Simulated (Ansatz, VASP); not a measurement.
TiB2 in VASP and in Ansatz

File INCAR:

```
  ALGO = Normal
  EDIFF = 1E-7
  EDIFFG = -0.002
  ENCUT = 600
  IBRION = 2
  ISIF = 3
  ISMEAR = 0
  LASPH = T
  LCHARG = F
  LREAL = F
  LWAVE = F
  NELM = 60
  NSW = 100
  PREC = Accurate
  SIGMA = 0.1
```

KPOINTS

```
k-points
0
Gamma
  15 15 12
```

Contents of POSCAR:

```
TiB2
1.0
    2.9949342187      0.0000000029      0.0000000000
   -1.4974671118      2.5936891146      0.0000000000
    0.0000000000      0.0000000000      3.1572745929
Ti B
1 2
Direct
    0.0000000000      0.0000000000      0.0000000000
    0.3333333333      0.6666666667      0.5000000000
    0.6666666667      0.3333333333      0.5000000000
```

Input for Ansatz:

```yaml
crystal:
  lattice:
    - [2.9949342187, 2.9e-09, 0.0]
    - [-1.4974671118, 2.5936891146, 0.0]
    - [0.0, 0.0, 3.1572745929]
  atoms:
    - { symbol: Ti, position: [0.0, 0.0, 0.0] }
    - { symbol: B, position: [0.3333333333, 0.6666666667, 0.5] }
    - { symbol: B, position: [0.6666666667, 0.3333333333, 0.5] }
basis:
  ecutwfc: 420
kpoints:
  mp_grid: { grid: [15, 15, 12] }
hamiltonian:
  xc: lda
  pseudopotentials: { kind: paw, azcp: { folder: soft_1 } }
scf:
  occupations: { method: gaussian, width: 0.1 }
output:
  forces: true
  stress: true
  eigenvalues: true
relax:
  adjacent_minimum: "off"
  f_tol: 0.002
  max_steps: 80
  cell: { stress_tol: 0.02 }
```

Alike in both runs: task relaxation of cell and atoms; functional LDA; k mesh 15 × 15 × 12; occupations gaussian, width 0.1 eV; no spin polarisation.

|  | VASP | Ansatz |
| --- | --- | --- |
| version | VASP 6.6.1 | Ansatz 0.2.0 |
| potentials or method | VASP PAW LDA potentials, release 64 (Ti_sv, B), cutoff 600 eV | scalar-relativistic, plane waves, PAW |
| valence electrons in the cell | 18 | 18 |

VASP gave:

```
gap on the k mesh at the Fermi level, each at its own relaxed structure (eV) : none
relaxed volume (Å³/atom)                                                     : 8.19
relaxed cell length with the largest relative difference (Å)                 : 3.162
```

Q: Which values does Ansatz return?

A: gap on the k mesh at the Fermi level, each at its own relaxed structure (eV): none; relaxed volume (Å³/atom): 8.18; relaxed cell length with the largest relative difference (Å): 3.159.

Ansatz warns that its potentials were made for another functional, while VASP's fit it. LDA's correlation is that of Perdew and Zunger in VASP and of Perdew and Wang (1992) in Ansatz. A gap of «none» marks a metal or a gap that the smearing closes.
